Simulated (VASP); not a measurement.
**ScAl: single point with PBEsol**

The system is ScAl.

```xyz
4
Lattice="1.6444 -5.5122 0.0000 1.6444 5.5122 0.0000 0.0000 0.0000 4.3352" Properties=species:S:1:pos:R:3 pbc="T T T"
Sc    1.6444   -3.7191    3.2514
Sc    1.6444    3.7191    1.0838
Al    1.6444   -0.7651    3.2514
Al    1.6444    0.7651    1.0838
```

```
Program             : VASP 6.6.1
Task                : single point
Functional          : PBEsol
Potentials or basis : VASP PAW PBE potentials, release 64 (Sc_sv, Al)
Cutoff              : 520 eV
k mesh              : 9 × 9 × 10
Occupations         : fermi-dirac, width 0.05 eV
Spin                : no spin polarisation
```

| Item | Value |
| --- | --- |
| Pressure | 0.1 GPa |
| Largest force | 0.005 eV/Å |
| Band gap on the k mesh | zero (bands 14 and 15 overlap by 1.33 eV) |

Forces on the atoms (eV/Å):
```
Sc   0.000  0.005  0.000
Sc   0.000 -0.005  0.000
Al   0.000  0.001  0.000
Al   0.000 -0.001  0.000
```

Levels at points of the mesh, in eV from the Fermi level:
```csv
k point,band 10,band 11,band 12,band 13,band 14,band 15,band 16,band 17,band 18,band 19
"(0.00, 0.00, 0.00)",-4.16,-2.47,-1.42,-1.07,0.68,1.03,1.63,1.97,2.07,2.28
"(0.00, 0.00, 0.50)",-6.38,-1.78,-1.78,-1.17,-1.17,1.52,1.52,1.78,1.78,2.45
```

Run time: 5.1 min on 1 thread of Intel(R) Xeon(R) Platinum 8259CL CPU @ 2.50GHz (Skylake/Cascade Lake), with other jobs on the host, peak memory 0.41 GiB.

Caveat: the PAW data sets were made with another functional, which shifts forces and pressure a little.
